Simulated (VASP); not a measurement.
# SnO2 (I4_1/amd) in VASP: a series of runs

The runs below take SnO2 through single point, with LDA.

All numbers are computed with VASP 6.6.1; they aren't measurements. Logs are shortened: lines on timing, memory, paths and dates and some standing lists are left out, and cuts for length are marked.

## 1. The cell of the first run

Symmetry: I4_1/amd, No. 141, tetragonal system. Conventional cell: a = 3.930 Å, b = 3.930 Å, c = 9.944 Å, α = 90.00°, β = 90.00°, γ = 90.00°. Sn (site symmetry -4m2) has 6 O at 2.01 to 2.05 Å within 2.7 Å. O (site symmetry 2mm) has 3 Sn at 2.01 to 2.05 Å and 2 O at 2.54 Å within 2.7 Å.

## 2. Single point, LDA

INCAR

```
  PREC = Accurate
  ENCUT = 600
  EDIFF = 1E-6
  ISMEAR = 0
  SIGMA = 0.01
  LREAL = False
  LASPH = True
  NELM = 120
  ALGO = Normal
  ISIF = 2
  LWAVE = False
  LCHARG = True
  GGA = CA
  LELF = True
  LVHAR = True
  NBANDS = 35
  GGA_COMPAT = False
```

KPOINTS

```
regular mesh
0
Gamma
  8 8 8
```

POSCAR

```
SnO2
1.0
   -1.9648050797      1.9648050797      4.9719038669
    1.9648050797     -1.9648050797      4.9719038669
    1.9648050797      1.9648050797     -4.9719038669
Sn O
2 4
Direct
    0.7500000000      0.2500000000      0.5000000000
    0.0000000000      1.0000000000      0.0000000000
    0.7940937390      0.7940937390      0.0000000000
    0.2059062610      0.2059062610      0.0000000000
   -0.0440937390      0.4559062610      0.5000000000
    0.5440937390      1.0440937390      0.5000000000
```

Potentials or basis: VASP PAW LDA potentials, release 64 (Sn_d, O).

The run is started by

```bash
> cat potpaw_LDA.64/Sn_d/POTCAR potpaw_LDA.64/O/POTCAR > POTCAR
> mpirun -np 1 vasp_std > vasp.out
```

OUTCAR:

```text
PREC = Accurate
   ENCUT = 600
   EDIFF = 1E-6
   ISMEAR = 0
   LREAL = False
   LASPH = True
   NELM = 120
   ISIF = 2
   GGA = CA

 ion  position               nearest neighbor table
   1  0.750  0.250  0.500-   3 2.01   4 2.01   3 2.01   4 2.01   5 2.05   6 2.05   2 3.17   2 3.17
                             2 3.17   2 3.17
   2  0.000  0.000  0.000-   6 2.01   5 2.01   6 2.01   5 2.01   4 2.05   3 2.05   1 3.17   1 3.17
                             1 3.17   1 3.17
   3  0.794  0.794  0.000-   1 2.01   1 2.01   2 2.05
   4  0.206  0.206  0.000-   1 2.01   1 2.01   2 2.05
   5  0.956  0.456  0.500-   2 2.01   2 2.01   1 2.05
   6  0.544  0.044  0.500-   2 2.01   2 2.01   1 2.05

  LATTYP: Found a body centered tetragonal cell.
 ALAT       =     3.9296101594
 C/A-ratio  =     2.5304819894

  Lattice vectors:

 A1 = (  -1.9648050797,   1.9648050797,   4.9719038669)
 A2 = (   1.9648050797,  -1.9648050797,   4.9719038669)
 A3 = (   1.9648050797,   1.9648050797,  -4.9719038669)

Analysis of symmetry for initial positions (statically):
=====================================================================
 Subroutine PRICEL returns:
 Original cell was already a primitive cell.

 Routine SETGRP: Setting up the symmetry group for a
 body centered tetragonal supercell.

 Subroutine GETGRP returns: Found 16 space group operations
 (whereof  8 operations were pure point group operations)
 out of a pool of 16 trial point group operations.

The static configuration has the point symmetry D_2d.
 The point group associated with its full space group is D_4h.

Analysis of symmetry for dynamics (positions and initial velocities):
=====================================================================
 Subroutine PRICEL returns:
 Original cell was already a primitive cell.

 Routine SETGRP: Setting up the symmetry group for a
 body centered tetragonal supercell.

 Subroutine GETGRP returns: Found 16 space group operations
 (whereof  8 operations were pure point group operations)
 out of a pool of 16 trial point group operations.

The dynamic configuration has the point symmetry D_2d.
 The point group associated with its full space group is D_4h.

 Subroutine INISYM returns: Found 16 space group operations
 (whereof  8 operations are pure point group operations),
 and found     1 'primitive' translations

----------------------------------------------------------------------------------------

[... 103 lines left out ...]
   NSW    =      0    number of steps for IOM
   IBRION =     -1    ionic relax: 0-MD 1-quasi-New 2-CG
   NFREE  =      0    steps in history (QN), initial steepest desc. (CG)
   ISIF   =      2    stress and relaxation
   ISYM   =      2    0-nonsym 1-usesym 2-fastsym
   POTIM  = 0.5000    time-step for ionic-motion
   TEBEG  =    0.0;   TEEND  =   0.0 temperature during run
   PSTRESS=    0.0 pullay stress
   NELECT =      52.0000    total number of electrons
   NUPDOWN=      -1.0000    fix difference up-down
   EMIN   =  10.00;   EMAX   =-10.00  energy-range for DOS
   EFERMI =   0.00;   METHOD = LEGACY
   ISMEAR =     0;   SIGMA  =   0.01  broadening in eV -4-tet -1-fermi 0-gaus
   EFERMI_NEDOS =   21; number of points for ismear=-14 and -15
   IALGO  =     38    algorithm
   IMIX   =      4    mixing-type and parameters
     AMIX     =   0.40;   BMIX     =  1.00
     AMIX_MAG =   1.60;   BMIX_MAG =  1.00
  volume/ion in A,a.u.               =      12.80        86.35
  Fermi-wavevector in a.u.,A,eV,Ry     =   1.437702  2.716862 28.123046  2.066986
  Thomas-Fermi vector in A             =   2.556750
   LORBIT       =      0    0 simple, 1 ext, 2 COOP (PROOUT), +10 PAW based schemes
   GGA     = CA    functional components
   LHFCALC =     F    Hartree Fock is set to
   AEXX    =    0.0000 exact exchange contribution
   IVDW    =     0    specifies the selected vdW correction
   LEPSILON=     F    determine dielectric tensor
   LRPA    =     F    only Hartree local field effects (RPA)
 non-spin polarized calculation
 Gauss-broadening in eV      SIGMA  =   0.01
  energy-cutoff  :      600.00
  volume of cell :       76.78
 maximum number of plane-waves:      2581
 NGX is ok and might be reduce to    48
   NGX = 23   NGY = 23   NGZ = 23

 number of electron      52.0000002 magnetization

 Free energy of the ion-electron system (eV)
  ---------------------------------------------------
  ext. energy  EPLUGINS =         0.00000000
  ---------------------------------------------------
  free energy    TOTEN  =       -41.63725305 eV

  energy without entropy =      -41.63725305  energy(sigma->0) =      -41.63725305

 E-fermi :   4.5324     XC(G=0): -11.2067

 val. band max:        4.4665359601   @ k =   0.2500   0.2500   0.2500
 cond. band min:       6.6249452262   @ k =   0.0000   0.0000   0.0000
 fundamental gap:      2.1584092660
 Fermi energy:         4.5324296533

 k-point     1 :       0.0000    0.0000    0.0000
  band No.  band energies     occupation
      1     -15.9606      2.00000
      2     -15.9290      2.00000
      3     -15.7598      2.00000
      4     -15.0745      2.00000
      5     -14.9320      2.00000
      6     -14.9320      2.00000
[... 901 lines left out ...]
     34      15.9306      0.00000
     35      17.5874      0.00000

 [... further k-points ...]

------------------------ aborting loop because EDIFF is reached ----------------------------------------

  FORCE on cell =-STRESS in cart. coord.  units (eV):
  Direction    XX          YY          ZZ          XY          YZ          ZX
  --------------------------------------------------------------------------------------
  -------------------------------------------------------------------------------------
  Total        4.1947140      4.1947140      4.3638127      0.0000000      0.0000000      0.0000000
  in kB       87.5369245     87.5369245     91.0657411      0.0000000      0.0000000      0.0000000
  external PRESSURE =      88.7131967 kB  Pullay stress =       0.0000000 kB

 VOLUME and BASIS-vectors are now :
 -----------------------------------------------------------------------------
  energy-cutoff  :      600.00
  volume of cell :       76.78
      direct lattice vectors                 reciprocal lattice vectors
    -1.964805080  1.964805080  4.971903867     0.000000000  0.254478169  0.100565098
     1.964805080 -1.964805080  4.971903867     0.254478169  0.000000000  0.100565098
     1.964805080  1.964805080 -4.971903867     0.254478169  0.254478169  0.000000000

 POSITION                                       TOTAL-FORCE (eV/Angst)
 -----------------------------------------------------------------------------------
     -0.00000      1.96481      2.48595        -0.000000     -0.000000      0.000000
      0.00000      0.00000      0.00000        -0.000000     -0.000000     -0.000000
      0.00000      0.00000      7.89632         0.000000     -0.000000     -0.041124
      0.00000      0.00000      2.04749         0.000000     -0.000000      0.041124
      0.00000      1.96481      4.53344        -0.000000      0.000000      0.041124
     -0.00000      1.96481      0.43846        -0.000000      0.000000     -0.041124
 -----------------------------------------------------------------------------------
    total drift:                               -0.000000     -0.000000      0.000000

  FREE ENERGIE OF THE ION-ELECTRON SYSTEM (eV)
  ---------------------------------------------------
  free  energy   TOTEN  =       -41.6372530477 eV

  energy  without entropy=      -41.6372530477  energy(sigma->0) =      -41.63725305
```

OSZICAR:

```text
N       E                     dE             d eps       ncg     rms          rms(c)
DAV:   1     0.688496497723E+03    0.68850E+03   -0.27809E+04  4512   0.249E+03
DAV:   2     0.685036139479E+02   -0.61999E+03   -0.58208E+03  4426   0.658E+02
DAV:   3    -0.418634831487E+02   -0.11037E+03   -0.10847E+03  4474   0.225E+02
DAV:   4    -0.479734003356E+02   -0.61099E+01   -0.60625E+01  5152   0.573E+01
DAV:   5    -0.481335043269E+02   -0.16010E+00   -0.15988E+00  5073   0.978E+00    0.165E+01
DAV:   6    -0.416732925716E+02    0.64602E+01   -0.18048E+01  6705   0.669E+01    0.662E+00
DAV:   7    -0.417322123551E+02   -0.58920E-01   -0.22921E+00  4551   0.834E+00    0.333E+00
DAV:   8    -0.416540196852E+02    0.78193E-01   -0.24731E-01  6187   0.536E+00    0.792E-01
DAV:   9    -0.416370577133E+02    0.16962E-01   -0.49458E-02  6529   0.383E+00    0.147E-01
DAV:  10    -0.416372095070E+02   -0.15179E-03   -0.41434E-03  5433   0.547E-01    0.553E-02
DAV:  11    -0.416372534178E+02   -0.43911E-04   -0.26680E-04  6543   0.190E-01    0.196E-02
DAV:  12    -0.416372580869E+02   -0.46691E-05   -0.35308E-05  5406   0.501E-02    0.159E-02
DAV:  13    -0.416372529671E+02    0.51197E-05   -0.21402E-05  5827   0.750E-02    0.327E-03
DAV:  14    -0.416372530477E+02   -0.80508E-07   -0.24110E-06  3534   0.156E-02
   1 F= -.41637253E+02 E0= -.41637253E+02  d E =-.612682E-23
```

stdout:

```text
POSCAR found type information on POSCAR SnO
 POSCAR found :  2 types and       6 ions
 scaLAPACK will be used
 LDA part: xc-table for (Slater(with rela. corr.)+CA(PZ))
 , standard interpolation
 POSCAR, INCAR and KPOINTS ok, starting setup
 FFT: planning ... GRIDC
 FFT: planning ... GRID_SOFT
 FFT: planning ... GRID
 WAVECAR not read
 entering main loop
```

Wall time 2.7 min (1 thread of Intel Xeon Platinum 8559C (Emerald Rapids), shared host); peak memory 0.34 GiB.

Results:

```yaml
Free_energy: -41.6373 eV
Pressure: 8.9 GPa
Largest_force: 0.041 eV/Å
Band_gap_on_the_k_mesh: 2.16 eV (least direct gap 2.67 eV)
```

Forces in eV/Å, atoms in the order of the input:
```
Sn   0.000  0.000  0.000
Sn   0.000  0.000  0.000
O    0.000  0.000 -0.041
O    0.000  0.000  0.041
O    0.000  0.000  0.041
O    0.000  0.000 -0.041
```

Stress tensor (GPa, compression positive):
```
8.75 0.00 0.00
0.00 8.75 0.00
0.00 0.00 9.11
```

Levels at points of the mesh, in eV from the valence-band top:
```csv
k point,band 23,band 24,band 25,band 26,band 27,band 28,band 29,band 30
"(0.00, 0.00, 0.00)",-0.76,-0.76,-0.51,-0.51,2.16,5.94,9.31,10.05
"(0.50, 0.00, 0.00)",-0.90,-0.86,-0.69,-0.43,5.54,6.66,8.11,8.89
"(0.50, 0.50, 0.00)",-0.84,-0.84,-0.05,-0.05,7.81,7.81,7.94,7.94
"(0.50, 0.50, 0.50)",-1.10,-1.10,-0.39,-0.39,4.71,4.71,7.64,7.64
```

Caveat: the cell stands under pressure; spin-orbit coupling is left out, which moves the levels of the heavy elements. A k mesh can miss the band edges.

## 3. Single point, LDA

This run uses another cell than the first one, of 12.93 Å³/atom.

INCAR

```
SYSTEM = SnO2
  PREC = Accurate
  ENCUT = 600
  EDIFF = 1E-6
  ISMEAR = 0
  SIGMA = 0.01
  LREAL = .FALSE.
  LASPH = .TRUE.
  NELM = 120
  ALGO = Normal
  ISIF = 2
  LWAVE = .FALSE.
  LCHARG = .FALSE.
  NBANDS = 35
  GGA_COMPAT = .FALSE.
```

KPOINTS

```
Automatic mesh
0
G
  8 8 8
  0 0 0
```

POSCAR

```
SnO2
1.0
   -1.9693950295      1.9693950295      5.0017991717
    1.9693950295     -1.9693950295      5.0017991717
    1.9693950295      1.9693950295     -5.0017991717
Sn O
2 4
Direct
    0.7500000000      0.2500000000      0.5000000000
    0.0000000000      1.0000000000      0.0000000000
    0.7948586311      0.7948586311      0.0000000000
    0.2051413689      0.2051413689      0.0000000000
   -0.0448586311      0.4551413689      0.5000000000
    0.5448586311      1.0448586311      0.5000000000
```

Potentials or basis: VASP PAW LDA potentials, release 64 (Sn_d, O).

The run is started by

```bash
> cat potpaw_LDA.64/Sn_d/POTCAR potpaw_LDA.64/O/POTCAR > POTCAR
> mpirun -np 1 vasp_std > vasp.out
```

It took 2.8 min on 1 thread of Intel Xeon Platinum 8559C (Emerald Rapids), shared host; peak memory 0.34 GiB.

It converged, with:

| Item | Value |
| --- | --- |
| Free energy | -41.6788 eV |
| Pressure | 6.8 GPa |
| Largest force | 0.040 eV/Å |
| Band gap on the k mesh | 2.07 eV (least direct gap 2.55 eV) |

Forces in eV/Å, atoms in the order of the input:
```
Sn   0.000  0.000  0.000
Sn   0.000  0.000  0.000
O    0.000  0.000 -0.040
O    0.000  0.000  0.040
O    0.000  0.000  0.040
O    0.000  0.000 -0.040
```

Stress tensor (GPa, compression positive):
```
6.71 0.00 0.00
0.00 6.71 0.00
0.00 0.00 7.07
```

Levels at points of the mesh, in eV from the valence-band top:
```tsv
k point	band 22	band 23	band 24	band 25	band 26	band 27	band 28	band 29	band 30	band 31
(0.00, 0.00, 0.00)	-1.09	-0.74	-0.74	-0.48	-0.48	2.07	5.89	9.26	9.96	10.07
(0.50, 0.00, 0.00)	-1.17	-0.87	-0.84	-0.66	-0.41	5.43	6.57	8.05	8.82	10.04
(0.50, 0.50, 0.00)	-0.91	-0.83	-0.83	-0.05	-0.05	7.77	7.77	7.81	7.81	8.94
(0.50, 0.50, 0.50)	-2.92	-1.09	-1.09	-0.36	-0.36	4.64	4.64	7.59	7.59	12.20
```

Caveat: the cell stands under pressure; spin-orbit coupling is left out, which moves the levels of the heavy elements. A k mesh can miss the band edges.

## 4. Single point, LDA

This run uses another cell than the first one, of 13.08 Å³/atom.

INCAR is that of step 3.

KPOINTS

```
regular mesh
0
G
  8 8 8
  0 0 0
```

POSCAR

```
SnO2
1.0
   -1.9743757487      1.9743757487      5.0314762696
    1.9743757487     -1.9743757487      5.0314762696
    1.9743757487      1.9743757487     -5.0314762696
Sn O
2 4
Direct
    0.7500000000      0.2500000000      0.5000000000
    0.0000000000      1.0000000000      0.0000000000
    0.7955979782      0.7955979782      0.0000000000
    0.2044020218      0.2044020218      0.0000000000
   -0.0455979782      0.4544020218      0.5000000000
    0.5455979782      1.0455979782      0.5000000000
```

The run is started by

```bash
> cat potpaw_LDA.64/Sn_d/POTCAR potpaw_LDA.64/O/POTCAR > POTCAR
> mpirun -np 1 vasp_std > vasp.out
```

It took 2.6 min on 1 thread of Intel Xeon Platinum 8559C (Emerald Rapids), shared host; peak memory 0.34 GiB.

Results (log left out):

* Free energy: -41.7110 eV
* Pressure: 4.8 GPa
* Largest force: 0.039 eV/Å
* Band gap on the k mesh: 1.97 eV (least direct gap 2.42 eV)

Forces in eV/Å, atoms in the order of the input:
```
Sn   0.000  0.000  0.000
Sn   0.000  0.000  0.000
O    0.000  0.000 -0.039
O    0.000  0.000  0.039
O    0.000  0.000  0.039
O    0.000  0.000 -0.039
```

Stress tensor (GPa, compression positive):
```
4.69 0.00 0.00
0.00 4.69 0.00
0.00 0.00 5.04
```

Levels at points of the mesh, in eV from the valence-band top:
```
           k point  band 24  band 25  band 26  band 27  band 28  band 29
(0.00, 0.00, 0.00)    -0.72    -0.45    -0.45     1.97     5.83     9.21
(0.50, 0.00, 0.00)    -0.82    -0.64    -0.40     5.31     6.48     7.99
(0.50, 0.50, 0.00)    -0.83    -0.05    -0.05     7.68     7.68     7.73
(0.50, 0.50, 0.50)    -1.08    -0.34    -0.34     4.57     4.57     7.54
```

Caveat: the cell stands under pressure; spin-orbit coupling is left out, which moves the levels of the heavy elements. A k mesh can miss the band edges.

## 5. Single point, LDA

This run uses another cell than the first one, of 13.23 Å³/atom.

INCAR

```
  ALGO = Normal
  EDIFF = 1E-6
  ENCUT = 600
  GGA_COMPAT = F
  ISIF = 2
  ISMEAR = 0
  LASPH = T
  LCHARG = T
  LELF = T
  LREAL = F
  LVHAR = T
  LWAVE = F
  NBANDS = 35
  NELM = 120
  PREC = Accurate
  SIGMA = 0.01
```

KPOINTS

```
k-points
0
Gamma
  8 8 8
```

POSCAR

```
SnO2
1.0
   -1.9799676515      1.9799676515      5.0609265296
    1.9799676515     -1.9799676515      5.0609265296
    1.9799676515      1.9799676515     -5.0609265296
Sn O
2 4
Direct
    0.7500000000      0.2500000000      0.5000000000
    0.0000000000      1.0000000000      0.0000000000
    0.7963088016      0.7963088016      0.0000000000
    0.2036911984      0.2036911984      0.0000000000
   -0.0463088016      0.4536911984      0.5000000000
    0.5463088016      1.0463088016      0.5000000000
```

The run is started by

```bash
> cat potpaw_LDA.64/Sn_d/POTCAR potpaw_LDA.64/O/POTCAR > POTCAR
> mpirun -np 1 vasp_std > vasp.out
```

It took 3 min on 1 thread of Intel Xeon Platinum 8559C (Emerald Rapids), shared host; peak memory 0.34 GiB.

It converged, with:

| Item | Value |
| --- | --- |
| Free energy | -41.7339 eV |
| Pressure | 2.8 GPa |
| Largest force | 0.038 eV/Å |
| Band gap on the k mesh | 1.87 eV (least direct gap 2.29 eV) |

Forces on the atoms (eV/Å):
```
Sn   0.000  0.000  0.000
Sn   0.000  0.000  0.000
O    0.000  0.000 -0.038
O    0.000  0.000  0.038
O    0.000  0.000  0.038
O    0.000  0.000 -0.038
```

Stress tensor (GPa, compression positive):
```
2.64 0.00 0.00
0.00 2.64 0.00
0.00 0.00 3.00
```

Levels at points of the mesh, in eV from the valence-band top:
```tsv
k point	band 24	band 25	band 26	band 27	band 28	band 29
(0.00, 0.00, 0.00)	-0.70	-0.43	-0.43	1.87	5.76	9.16
(0.50, 0.00, 0.00)	-0.80	-0.61	-0.39	5.19	6.38	7.93
(0.50, 0.50, 0.00)	-0.82	-0.05	-0.05	7.55	7.55	7.69
(0.50, 0.50, 0.50)	-1.07	-0.31	-0.31	4.49	4.49	7.49
```

Caveat: spin-orbit coupling is left out, which moves the levels of the heavy elements. A k mesh can miss the band edges.

## 6. Single point, LDA

This run uses another cell than the first one, of 13.39 Å³/atom.

INCAR

```
ALGO = Normal
EDIFF = 1E-6
ENCUT = 600
GGA = CA
GGA_COMPAT = F
ISIF = 2
ISMEAR = 0
LASPH = T
LCHARG = F
LREAL = F
LWAVE = F
NBANDS = 35
NELM = 120
PREC = Accurate
SIGMA = 0.01
```

KPOINTS is that of step 5.

POSCAR

```
SnO2
1.0
   -1.9860922569      1.9860922569      5.0903123527
    1.9860922569     -1.9860922569      5.0903123527
    1.9860922569      1.9860922569     -5.0903123527
Sn O
2 4
Direct
    0.7500000000      0.2500000000      0.5000000000
    0.0000000000      1.0000000000      0.0000000000
    0.7970032494      0.7970032494      0.0000000000
    0.2029967506      0.2029967506      0.0000000000
   -0.0470032494      0.4529967506      0.5000000000
    0.5470032494      1.0470032494      0.5000000000
```

Potentials or basis: VASP PAW LDA potentials, release 64 (Sn_d, O).

The run is started by

```bash
> cat potpaw_LDA.64/Sn_d/POTCAR potpaw_LDA.64/O/POTCAR > POTCAR
> mpirun -np 1 vasp_std > vasp.out
```

Run time: 2.6 min. Hardware: 1 thread of Intel Xeon Platinum 8559C (Emerald Rapids), shared host; peak memory 0.35 GiB.

It converged, with:

| Property | Result |
| --- | --- |
| Free energy | -41.7456 eV |
| Pressure | 0.7 GPa |
| Largest force | 0.037 eV/Å |
| Band gap on the k mesh | 1.76 eV (least direct gap 2.16 eV) |

Forces in eV/Å, atoms in the order of the input:
```
Sn   0.000  0.000  0.000
Sn   0.000  0.000  0.000
O    0.000  0.000 -0.037
O    0.000  0.000  0.037
O    0.000  0.000  0.037
O    0.000  0.000 -0.037
```

Stress tensor (GPa, compression positive):
```
0.61 0.00 0.00
0.00 0.61 0.00
0.00 0.00 0.96
```

Levels at points of the mesh, in eV from the valence-band top:
| k point | band 24 | band 25 | band 26 | band 27 | band 28 | band 29 |
| --- | --- | --- | --- | --- | --- | --- |
| (0.00, 0.00, 0.00) | -0.69 | -0.40 | -0.40 | 1.76 | 5.69 | 9.11 |
| (0.50, 0.00, 0.00) | -0.78 | -0.59 | -0.38 | 5.07 | 6.29 | 7.86 |
| (0.50, 0.50, 0.00) | -0.82 | -0.05 | -0.05 | 7.41 | 7.41 | 7.64 |
| (0.50, 0.50, 0.50) | -1.05 | -0.29 | -0.29 | 4.40 | 4.40 | 7.44 |

Caveat: spin-orbit coupling is left out, which moves the levels of the heavy elements. A k mesh can miss the band edges.

## 7. The runs side by side

```csv
cell,gap on the mesh (eV),pressure (GPa),largest force (eV/Å)
"a = 5.696 Å, angles 139.6, 139.6, 58.4°, 6 atoms, atomic positions A",2.16,8.9,0.04
"a = 5.725 Å, angles 139.8, 139.8, 58.2°, 6 atoms, atomic positions A",2.07,6.8,0.04
"a = 5.754 Å, angles 139.9, 139.9, 58.1°, 6 atoms, atomic positions B",1.97,4.8,0.04
"a = 5.784 Å, angles 140.0, 140.0, 57.9°, 6 atoms, atomic positions B",1.87,2.8,0.04
"a = 5.814 Å, angles 140.0, 140.0, 57.8°, 6 atoms, atomic positions C",1.76,0.7,0.04
```

Alike in all rows: task single point; level LDA; potentials or basis VASP PAW LDA potentials, release 64 (Sn_d, O); no spin polarisation; k mesh 8 × 8 × 8; cutoff (eV) 600; smearing gaussian 0.01 eV.

Caveats: spin-orbit coupling is left out, which moves the levels of the heavy elements; the cell stands under pressure (at least some runs).

Absolute energies hang on the potentials; compare differences alone.
